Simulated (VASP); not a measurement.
Crystal: FePt.

```xyz
2
Lattice="2.7235 0.0000 0.0000 0.0000 2.7235 0.0000 0.0000 0.0000 3.7200" Properties=species:S:1:pos:R:3 pbc="T T T"
Pt    1.3618    1.3618    1.8600
Fe    0.0000    0.0000    0.0000
```

```yaml
Program: VASP 6.6.1
Task: relaxation of cell and atoms
Functional: BLYP
Dispersion: D4
Potentials_or_basis: VASP PAW PBE potentials, release 64 (Pt, Fe)
Cutoff: 600 eV
k_mesh: 10 × 10 × 7
Occupations: fermi-dirac, width 0.05 eV
Spin: collinear spin, ferromagnetic start
Starting_moments: "[0.0, 3.0] μB"
```

At the start: pressure 3.3 GPa; volume 13.80 Å³/atom.

Task: Where does the relaxation end?

Result: Over 3 steps the energy falls by 2.1 meV/atom and the volume is 14.01 Å³/atom (+1.5 %); space group P4/mmm (No. 123, to 0.1 Å) before and after; moment 3.23 μB per cell.

The path:
```csv
step,energy change (eV),largest force (eV/Å),pressure (GPa),volume (Å³)
1,0.0000,0.0000,3.25,27.59
2,0.0069,0.0000,-4.84,28.73
3,-0.0042,0.0000,-0.04,28.01
```

Final structure:
```xyz
2
Lattice="2.7373 0.0000 0.0000 0.0000 2.7373 0.0000 0.0000 0.0000 3.7389" Properties=species:S:1:pos:R:3 pbc="T T T"
Pt    1.3686    1.3686    1.8694
Fe    0.0000    0.0000    0.0000
```

Caveat: the PAW data sets were made with another functional, which shifts forces and pressure a little.
